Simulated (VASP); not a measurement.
# KTaO3 (P4/mmm) in VASP: a series of runs, part 2 of 2

VASP 6.6.1. The steps go on from the part before.

### Step 3. Single point, r2SCAN (epitaxial xy strain -4.0%)

POSCAR

```
KTaO3
1.0
    3.8305258589      0.0000000000      0.0000000000
    0.0000000000      3.8305258589      0.0000000000
    0.0000000000      0.0000000000      4.0535829865
K Ta O
1 1 3
Direct
    0.0000000000      0.0000000000      0.0000000000
    0.5000000000      0.5000000000      0.5000000000
    0.5000000000      0.5000000000      0.0000000000
    0.5000000000      0.0000000000      0.5000000000
    0.0000000000      0.5000000000      0.5000000000
```

INCAR.step1

```
SYSTEM = KTaO3
PREC = Accurate ; ENCUT = 520
ISMEAR = 0 ; SIGMA = 0.01
LREAL = .FALSE. ; LASPH = .TRUE.
NELM = 100 ; NBANDS = 27
GGA = PE ; ALGO = Normal
EDIFF = 1E-4 ; LWAVE = .TRUE.
LCHARG = .FALSE.
```

INCAR.step2

```
SYSTEM = KTaO3
PREC = Accurate ; ENCUT = 520
EDIFF = 1E-6 ; ISMEAR = 0
SIGMA = 0.01 ; LREAL = .FALSE.
LASPH = .TRUE. ; NELM = 100
ALGO = Normal ; ISIF = 2
LWAVE = .FALSE. ; LCHARG = .FALSE.
METAGGA = R2SCAN ; LMIXTAU = .TRUE.
NBANDS = 27 ; ISTART = 1
```

KPOINTS

```
regular mesh
0
G
  6 6 6
  0 0 0
```

Potentials or basis: VASP PAW PBE potentials, release 64 (K_sv, Ta_pv, O).

Run with:

```bash
$ cat potpaw_PBE.64/K_sv/POTCAR potpaw_PBE.64/Ta_pv/POTCAR potpaw_PBE.64/O/POTCAR > POTCAR
$ cp INCAR.step1 INCAR
$ mpirun -np 1 vasp_std > vasp.out
$ cp INCAR.step2 INCAR
$ mpirun -np 1 vasp_std > vasp.out
```

OUTCAR:

```text
SYSTEM = KTaO3
   PREC = Accurate
   ENCUT = 520
   EDIFF = 1E-6
   ISMEAR = 0
   LREAL = .FALSE.
   LASPH = .TRUE.
   NELM = 100
   ISIF = 2
   METAGGA = R2SCAN
   ISTART = 1

 ion  position               nearest neighbor table
   1  0.000  0.000  0.000-   3 2.71   3 2.71   3 2.71   3 2.71   5 2.79   4 2.79   5 2.79   5 2.79
                             5 2.79   4 2.79   4 2.79   4 2.79   2 3.38   2 3.38   2 3.38   2 3.38
   2  0.500  0.500  0.500-   4 1.92   5 1.92   4 1.92   5 1.92   3 2.03   3 2.03   1 3.38   1 3.38
                             1 3.38   1 3.38   1 3.38   1 3.38   1 3.38   1 3.38
   3  0.500  0.500  0.000-   2 2.03   2 2.03   1 2.71   1 2.71   1 2.71   1 2.71
   4  0.500  0.000  0.500-   2 1.92   2 1.92   1 2.79   1 2.79   1 2.79   1 2.79
   5  0.000  0.500  0.500-   2 1.92   2 1.92   1 2.79   1 2.79   1 2.79   1 2.79

  LATTYP: Found a simple tetragonal cell.
 ALAT       =     3.8305258589
 C/A-ratio  =     1.0582314637

  Lattice vectors:

 A1 = (   3.8305258589,   0.0000000000,   0.0000000000)
 A2 = (   0.0000000000,   3.8305258589,   0.0000000000)
 A3 = (   0.0000000000,   0.0000000000,   4.0535829865)

[... 181 lines left out ...]

 val. band max:        1.9149874887   @ k =   0.5000   0.5000   0.5000
 cond. band min:       4.5964068522   @ k =   0.0000   0.0000   0.0000
 fundamental gap:      2.6814193635
 Fermi energy:         1.9988837985

 k-point     1 :       0.0000    0.0000    0.0000
  band No.  band energies     occupation
      1     -33.1405      2.00000
      2     -33.1405      2.00000
      3     -33.0258      2.00000
      4     -26.5200      2.00000
      5     -17.0971      2.00000
      6     -16.5554      2.00000
[... 709 lines left out ...]
     26      13.5045      0.00000
     27      13.5987      0.00000

 [... further k-points ...]

------------------------ aborting loop because EDIFF is reached ----------------------------------------

  FORCE on cell =-STRESS in cart. coord.  units (eV):
  Direction    XX          YY          ZZ          XY          YZ          ZX
  --------------------------------------------------------------------------------------
  -------------------------------------------------------------------------------------
  Total       10.2413323     10.2413323      0.3590687      0.0000000     -0.0000000      0.0000000
  in kB      275.8742559    275.8742559      9.6723553      0.0000000     -0.0000000      0.0000000
  external PRESSURE =     187.1402890 kB  Pullay stress =       0.0000000 kB

 VOLUME and BASIS-vectors are now :
 -----------------------------------------------------------------------------
  energy-cutoff  :      520.00
  volume of cell :       59.48
      direct lattice vectors                 reciprocal lattice vectors
     3.830525859  0.000000000  0.000000000     0.261060762  0.000000000  0.000000000
     0.000000000  3.830525859  0.000000000     0.000000000  0.261060762  0.000000000
     0.000000000  0.000000000  4.053582987     0.000000000  0.000000000  0.246695332

 POSITION                                       TOTAL-FORCE (eV/Angst)
 -----------------------------------------------------------------------------------
      0.00000      0.00000      0.00000         0.000000      0.000000      0.000000
      1.91526      1.91526      2.02679         0.000000      0.000000      0.000000
      1.91526      1.91526      0.00000         0.000000      0.000000      0.000000
      1.91526      0.00000      2.02679         0.000000      0.000000      0.000000
      0.00000      1.91526      2.02679         0.000000      0.000000      0.000000
 -----------------------------------------------------------------------------------
    total drift:                                0.000000      0.000000      0.000000

  FREE ENERGIE OF THE ION-ELECTRON SYSTEM (eV)
  ---------------------------------------------------
  free  energy   TOTEN  =       -86.7491920219 eV

  energy  without entropy=      -86.7491920219  energy(sigma->0) =      -86.74919202
```

OUTCAR.step1:

```text
SYSTEM = KTaO3
   PREC = Accurate
   ENCUT = 520
   ISMEAR = 0
   LREAL = .FALSE.
   LASPH = .TRUE.
[... 955 lines left out ...]
      1.91526      1.91526      0.00000         0.000000      0.000000      0.000000
      1.91526      0.00000      2.02679         0.000000      0.000000      0.000000
      0.00000      1.91526      2.02679         0.000000      0.000000      0.000000
 -----------------------------------------------------------------------------------
    total drift:                                0.000000      0.000000      0.000000

  FREE ENERGIE OF THE ION-ELECTRON SYSTEM (eV)
  ---------------------------------------------------
  free  energy   TOTEN  =       -40.4978290450 eV

  energy  without entropy=      -40.4978290450  energy(sigma->0) =      -40.49782904
```

Run time: 86 s. Hardware: 1 thread of Intel Xeon 6975P-C (Granite Rapids), shared host; peak memory 0.21 GiB.

What came out:

```
Free energy            : -86.7492 eV
Pressure               : 18.7 GPa
Band gap on the k mesh : 2.68 eV (least direct gap 3.25 eV)
```

Caveat: the cell differs from its parent crystal (epitaxial xy strain -4.0%); the stress differs along the axes, from 1 to 28 GPa; the PAW data sets were made with another functional, which shifts forces and pressure a little; spin-orbit coupling is left out, which moves the levels of the heavy elements. A k mesh can miss the band edges.

### Step 4. Single point, r2SCAN (epitaxial xy strain -3.0%)

Edit POSCAR of step 3 so:

```diff
@@ -2,5 +2,5 @@
 1.0
-    3.8305258589      0.0000000000      0.0000000000
-    0.0000000000      3.8305258589      0.0000000000
-    0.0000000000      0.0000000000      4.0535829865
+    3.8704271699      0.0000000000      0.0000000000
+    0.0000000000      3.8704271699      0.0000000000
+    0.0000000000      0.0000000000      4.0366595077
 K Ta O
```

INCAR.step1

```
SYSTEM = KTaO3
PREC = Accurate
ENCUT = 520
ISMEAR = 0
SIGMA = 0.01
LREAL = .FALSE.
LASPH = .TRUE.
NELM = 100
NBANDS = 27
GGA = PE
ALGO = Normal
EDIFF = 1E-4
LWAVE = .TRUE.
LCHARG = .FALSE.
```

INCAR.step2

```
SYSTEM = KTaO3
PREC = Accurate
ENCUT = 520
EDIFF = 1E-6
ISMEAR = 0
SIGMA = 0.01
LREAL = .FALSE.
LASPH = .TRUE.
NELM = 100
ALGO = Normal
ISIF = 2
LWAVE = .FALSE.
LCHARG = .FALSE.
METAGGA = R2SCAN
LMIXTAU = .TRUE.
NBANDS = 27
ISTART = 1
```

KPOINTS is that of step 3.

Run with:

```bash
$ cat potpaw_PBE.64/K_sv/POTCAR potpaw_PBE.64/Ta_pv/POTCAR potpaw_PBE.64/O/POTCAR > POTCAR
$ cp INCAR.step1 INCAR
$ mpirun -np 1 vasp_std > vasp.out
$ cp INCAR.step2 INCAR
$ mpirun -np 1 vasp_std > vasp.out
```

Run time: 1.7 min. Hardware: 1 thread of Intel Xeon 6975P-C (Granite Rapids), shared host; peak memory 0.21 GiB.

Results (log left out):

```yaml
Free_energy: -86.9322 eV
Pressure: 13.5 GPa
Band_gap_on_the_k_mesh: 2.66 eV (least direct gap 3.27 eV)
```

Stress tensor (GPa, compression positive):
```
19.75  0.00  0.00
 0.00 19.75  0.00
 0.00  0.00  0.96
```

Levels at points of the mesh, in eV from the valence-band top:
```tsv
k point	band 15	band 16	band 17	band 18	band 19	band 20	band 21	band 22	band 23	band 24
(0.00, 0.00, 0.00)	-1.13	-1.13	-0.68	-0.60	-0.60	2.66	2.66	2.73	7.03	8.01
(0.50, 0.00, 0.00)	-2.28	-2.24	-1.61	-0.92	-0.82	2.86	5.95	5.96	7.34	9.85
(0.50, 0.50, 0.00)	-3.30	-1.64	-1.24	-1.24	-0.11	6.00	6.00	7.49	8.04	11.20
(0.00, 0.00, 0.50)	-2.25	-2.25	-1.78	-0.95	-0.95	2.87	5.37	5.37	8.03	9.95
(0.50, 0.00, 0.50)	-2.61	-1.73	-1.70	-1.65	-0.07	5.42	5.98	7.08	9.11	10.82
(0.50, 0.50, 0.50)	-4.02	-4.02	-0.07	0.00	0.00	7.26	7.26	7.64	9.66	9.66
```

Caveat: the cell differs from its parent crystal (epitaxial xy strain -3.0%); the stress differs along the axes, from 1 to 20 GPa; the PAW data sets were made with another functional, which shifts forces and pressure a little; spin-orbit coupling is left out, which moves the levels of the heavy elements.

### Step 5. Single point, r2SCAN (epitaxial xy strain -2.0%)

Edit POSCAR of step 4 so:

```diff
@@ -2,5 +2,5 @@
 1.0
-    3.8704271699      0.0000000000      0.0000000000
-    0.0000000000      3.8704271699      0.0000000000
-    0.0000000000      0.0000000000      4.0366595077
+    3.9103284809      0.0000000000      0.0000000000
+    0.0000000000      3.9103284809      0.0000000000
+    0.0000000000      0.0000000000      4.0204236421
 K Ta O
```

INCAR.step1

```
SYSTEM = KTaO3
PREC = Accurate
ENCUT = 520
ISMEAR = 0
SIGMA = 0.01
LREAL = .False.
LASPH = .True.
NELM = 60
NBANDS = 27
GGA = PE
ALGO = Normal
EDIFF = 1E-4
LWAVE = .True.
LCHARG = .False.
```

INCAR.step2

```
SYSTEM = KTaO3
PREC = Accurate
ENCUT = 520
EDIFF = 1E-6
ISMEAR = 0
SIGMA = 0.01
LREAL = .False.
LASPH = .True.
NELM = 60
ALGO = Normal
ISIF = 2
LWAVE = .False.
LCHARG = .False.
METAGGA = R2SCAN
LMIXTAU = .True.
NBANDS = 27
ISTART = 1
```

KPOINTS

```
regular mesh
0
Gamma
  6 6 6
  0 0 0
```

Potentials or basis: VASP PAW PBE potentials, release 64 (K_sv, Ta_pv, O).

Run with:

```bash
$ cat potpaw_PBE.64/K_sv/POTCAR potpaw_PBE.64/Ta_pv/POTCAR potpaw_PBE.64/O/POTCAR > POTCAR
$ cp INCAR.step1 INCAR
$ mpirun -np 1 vasp_std > vasp.out
$ cp INCAR.step2 INCAR
$ mpirun -np 1 vasp_std > vasp.out
```

OUTCAR:

```text
SYSTEM = KTaO3
   PREC = Accurate
   ENCUT = 520
   EDIFF = 1E-6
   ISMEAR = 0
   LREAL = .False.
   LASPH = .True.
   NELM = 60
   ISIF = 2
   METAGGA = R2SCAN
   ISTART = 1

 ion  position               nearest neighbor table
   1  0.000  0.000  0.000-   3 2.77   3 2.77   3 2.77   3 2.77   5 2.80   4 2.80   5 2.80   5 2.80
                             5 2.80   4 2.80   4 2.80   4 2.80   2 3.42   2 3.42   2 3.42   2 3.42
   2  0.500  0.500  0.500-   4 1.96   5 1.96   4 1.96   5 1.96   3 2.01   3 2.01   1 3.42   1 3.42
[... 930 lines left out ...]
  -------------------------------------------------------------------------------------
  Total        4.8933874      4.8933874      0.3643422      0.0000000     -0.0000000      0.0000000
  in kB      127.5327968    127.5327968      9.4955848      0.0000000     -0.0000000      0.0000000
  external PRESSURE =      88.1870595 kB  Pullay stress =       0.0000000 kB

 VOLUME and BASIS-vectors are now :
 -----------------------------------------------------------------------------
  energy-cutoff  :      520.00
  volume of cell :       61.47
      direct lattice vectors                 reciprocal lattice vectors
     3.910328481  0.000000000  0.000000000     0.255732991  0.000000000  0.000000000
     0.000000000  3.910328481  0.000000000     0.000000000  0.255732991  0.000000000
     0.000000000  0.000000000  4.020423642     0.000000000  0.000000000  0.248730007

 POSITION                                       TOTAL-FORCE (eV/Angst)
 -----------------------------------------------------------------------------------
      0.00000      0.00000      0.00000         0.000000      0.000000      0.000000
      1.95516      1.95516      2.01021         0.000000      0.000000      0.000000
      1.95516      1.95516      0.00000         0.000000      0.000000      0.000000
      1.95516      0.00000      2.01021         0.000000      0.000000      0.000000
      0.00000      1.95516      2.01021         0.000000      0.000000      0.000000
 -----------------------------------------------------------------------------------
    total drift:                                0.000000      0.000000     -0.000000

  FREE ENERGIE OF THE ION-ELECTRON SYSTEM (eV)
  ---------------------------------------------------
  free  energy   TOTEN  =       -87.0585116060 eV

  energy  without entropy=      -87.0585116060  energy(sigma->0) =      -87.05851161
```

OUTCAR.step1:

```text
SYSTEM = KTaO3
   PREC = Accurate
   ENCUT = 520
   ISMEAR = 0
   LREAL = .False.
   LASPH = .True.
[... 956 lines left out ...]
      1.95516      1.95516      0.00000         0.000000      0.000000      0.000000
      1.95516      0.00000      2.01021         0.000000      0.000000      0.000000
      0.00000      1.95516      2.01021         0.000000      0.000000      0.000000
 -----------------------------------------------------------------------------------
    total drift:                                0.000000      0.000000     -0.000000

  FREE ENERGIE OF THE ION-ELECTRON SYSTEM (eV)
  ---------------------------------------------------
  free  energy   TOTEN  =       -40.8664757316 eV

  energy  without entropy=      -40.8664757316  energy(sigma->0) =      -40.86647573
```

OSZICAR.step1:

```text
N       E                     dE             d eps       ncg     rms          rms(c)
DAV:   1     0.331088806628E+03    0.33109E+03   -0.21473E+04  2160   0.145E+03
DAV:   2    -0.297369230105E+02   -0.36083E+03   -0.34873E+03  2533   0.409E+02
DAV:   3    -0.488522331975E+02   -0.19115E+02   -0.19027E+02  2745   0.908E+01
DAV:   4    -0.493230058206E+02   -0.47077E+00   -0.47004E+00  3709   0.120E+01
DAV:   5    -0.493254131794E+02   -0.24074E-02   -0.24070E-02  2709   0.868E-01    0.363E+01
DAV:   6    -0.410490069803E+02    0.82764E+01   -0.33671E+01  2569   0.401E+01    0.140E+01
DAV:   7    -0.409258636437E+02    0.12314E+00   -0.16161E+00  2861   0.823E+00    0.980E+00
DAV:   8    -0.408823353395E+02    0.43528E-01   -0.33882E-01  2593   0.487E+00    0.286E+00
DAV:   9    -0.408674176655E+02    0.14918E-01   -0.30243E-02  2747   0.133E+00    0.406E-01
DAV:  10    -0.408664646401E+02    0.95303E-03   -0.11025E-02  2963   0.684E-01    0.826E-02
DAV:  11    -0.408664757316E+02   -0.11092E-04   -0.69350E-04  2891   0.173E-01
   1 F= -.40866476E+02 E0= -.40866476E+02  d E =-.903018E-13
```

Wall time 97 s (1 thread of Intel Xeon 6975P-C (Granite Rapids), shared host); peak memory 0.21 GiB.

Results:

```
Free energy            : -87.0585 eV
Pressure               : 8.8 GPa
Band gap on the k mesh : 2.64 eV (least direct gap 3.27 eV)
```

Levels at points of the mesh, in eV from the valence-band top:
```tsv
k point	band 15	band 16	band 17	band 18	band 19	band 20	band 21	band 22	band 23	band 24
(0.00, 0.00, 0.00)	-1.11	-1.11	-0.67	-0.63	-0.63	2.64	2.64	2.69	7.07	7.68
(0.50, 0.00, 0.00)	-2.29	-2.22	-1.59	-0.91	-0.84	2.83	5.77	5.77	7.29	9.56
(0.50, 0.50, 0.00)	-3.14	-1.67	-1.32	-1.32	-0.08	5.82	5.82	7.24	8.06	11.07
(0.00, 0.00, 0.50)	-2.35	-2.33	-1.69	-0.93	-0.93	2.83	5.39	5.39	7.70	9.69
(0.50, 0.00, 0.50)	-2.68	-1.69	-1.64	-1.62	-0.05	5.44	5.81	6.97	8.76	10.83
(0.50, 0.50, 0.50)	-3.99	-3.99	-0.05	0.00	0.00	7.13	7.13	7.39	9.67	9.67
```

Caveat: the cell differs from its parent crystal (epitaxial xy strain -2.0%); the stress differs along the axes, from 1 to 13 GPa; the PAW data sets were made with another functional, which shifts forces and pressure a little; spin-orbit coupling is left out, which moves the levels of the heavy elements. A k mesh can miss the band edges.

### Step 6. Single point, r2SCAN (epitaxial xy strain -1.0%)

Edit POSCAR of step 5 so:

```diff
@@ -2,5 +2,5 @@
 1.0
-    3.9103284809      0.0000000000      0.0000000000
-    0.0000000000      3.9103284809      0.0000000000
-    0.0000000000      0.0000000000      4.0204236421
+    3.9502297920      0.0000000000      0.0000000000
+    0.0000000000      3.9502297920      0.0000000000
+    0.0000000000      0.0000000000      4.0049211032
 K Ta O
```

INCAR.step1

```
SYSTEM = KTaO3
PREC = Accurate ; ENCUT = 520
ISMEAR = 0 ; SIGMA = 0.01
LREAL = .False. ; LASPH = .True.
NELM = 100 ; NBANDS = 27
GGA = PE ; ALGO = Normal
EDIFF = 1E-4 ; LWAVE = .True.
LCHARG = .False.
```

INCAR.step2

```
SYSTEM = KTaO3
PREC = Accurate ; ENCUT = 520
EDIFF = 1E-7 ; ISMEAR = 0
SIGMA = 0.01 ; LREAL = .False.
LASPH = .True. ; NELM = 100
ALGO = Normal ; ISIF = 2
LWAVE = .False. ; LCHARG = .True.
METAGGA = R2SCAN ; LMIXTAU = .True.
LELF = .True. ; LVHAR = .True.
NBANDS = 27 ; ISTART = 1
```

KPOINTS

```
Automatic mesh
0
Gamma
  6 6 6
  0 0 0
```

Potentials or basis: VASP PAW PBE potentials, release 64 (K_sv, Ta_pv, O).

Run with:

```bash
$ cat potpaw_PBE.64/K_sv/POTCAR potpaw_PBE.64/Ta_pv/POTCAR potpaw_PBE.64/O/POTCAR > POTCAR
$ cp INCAR.step1 INCAR
$ mpirun -np 1 vasp_std > vasp.out
$ cp INCAR.step2 INCAR
$ mpirun -np 1 vasp_std > vasp.out
```

Run time: 2 min. Hardware: 1 thread of Intel Xeon 6975P-C (Granite Rapids), shared host; peak memory 0.21 GiB.

Results (log left out):

```yaml
Free_energy: -87.1335 eV
Pressure: 4.6 GPa
Band_gap_on_the_k_mesh: 2.62 eV (least direct gap 3.27 eV)
```

Stress tensor (GPa, compression positive):
```
6.49 0.00 0.00
0.00 6.49 0.00
0.00 0.00 0.93
```

Levels at points of the mesh, in eV from the valence-band top:
```tsv
k point	band 17	band 18	band 19	band 20	band 21	band 22
(0.00, 0.00, 0.00)	-0.66	-0.65	-0.65	2.62	2.62	2.64
(0.50, 0.00, 0.00)	-1.57	-0.90	-0.86	2.79	5.60	5.60
(0.50, 0.50, 0.00)	-1.39	-1.39	-0.06	5.64	5.64	7.00
(0.00, 0.00, 0.50)	-1.62	-0.91	-0.91	2.79	5.41	5.41
(0.50, 0.00, 0.50)	-1.55	-1.54	-0.04	5.45	5.63	6.87
(0.50, 0.50, 0.50)	-0.02	0.00	0.00	7.02	7.02	7.14
```

Caveat: the cell differs from its parent crystal (epitaxial xy strain -1.0%); the stress differs along the axes, from 1 to 6 GPa; the PAW data sets were made with another functional, which shifts forces and pressure a little; spin-orbit coupling is left out, which moves the levels of the heavy elements. A k mesh can miss the band edges.

### Step 7. Overview

| level | cell | smearing | gap on the mesh (eV) | pressure (GPa) |
| --- | --- | --- | --- | --- |
| PBE | a = 4.070, b = 4.070, c = 3.963 Å, 5 atoms | fermi-dirac 0.02 eV | 2.05 | -0.5 |
| r2SCAN | a = 3.831, b = 3.831, c = 4.054 Å, 5 atoms | gaussian 0.01 eV | 2.68 | 18.7 |
| r2SCAN | a = 3.870, b = 3.870, c = 4.037 Å, 5 atoms | gaussian 0.01 eV | 2.66 | 13.5 |
| r2SCAN | a = 3.910, b = 3.910, c = 4.020 Å, 5 atoms | gaussian 0.01 eV | 2.64 | 8.8 |
| r2SCAN | a = 3.950, b = 3.950, c = 4.005 Å, 5 atoms | gaussian 0.01 eV | 2.62 | 4.6 |

Alike in all rows: task single point; potentials or basis VASP PAW PBE potentials, release 64 (K_sv, Ta_pv, O); no spin polarisation; k mesh 6 × 6 × 6; cutoff (eV) 520.

Caveats: spin-orbit coupling is left out, which moves the levels of the heavy elements; the PAW data sets were made with another functional, which shifts forces and pressure a little (at least some runs); the stress differs along the axes, from -4 to 6 GPa (at least some runs); the stress differs along the axes, from 1 to 28 GPa (at least some runs); the stress differs along the axes, from 1 to 20 GPa (at least some runs); the stress differs along the axes, from 1 to 13 GPa (at least some runs); the stress differs along the axes, from 1 to 6 GPa (at least some runs).

Absolute energies hang on the potentials; compare differences alone.
